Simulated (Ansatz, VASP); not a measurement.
## One calculation of Al, two programs

```
Al
1.0
    -1.67980    1.67980    1.42783
     1.67980   -1.67980    1.42783
     1.67980    1.67980   -1.42783
Al
1
Cartesian
  0.0000 0.0000 0.0000
```

Alike in both runs: task single point; functional LDA; k mesh 24 × 24 × 24; occupations gaussian, width 0.15 eV; no spin polarisation.

|  | VASP | Ansatz |
| --- | --- | --- |
| version | VASP 6.6.1 | Ansatz 0.2.0 |
| potentials or method | VASP PAW LDA potentials, release 64 (Al), cutoff 520 eV | scalar-relativistic, plane waves, PAW |
| valence electrons in the cell | 3 | 3 |

|  | VASP | Ansatz | Ansatz less VASP |
| --- | --- | --- | --- |
| gap on the k mesh at the Fermi level (eV) | none | none | - |
| pressure (GPa) | 0.6 | 0.6 | -0.08 |
| traceless stress, the component that is largest in VASP (GPa) | -1.11 | -1.11 | +0.005 |

LDA's correlation is that of Perdew and Zunger in VASP and of Perdew and Wang (1992) in Ansatz. A gap of «none» marks a metal or a gap that the smearing closes.
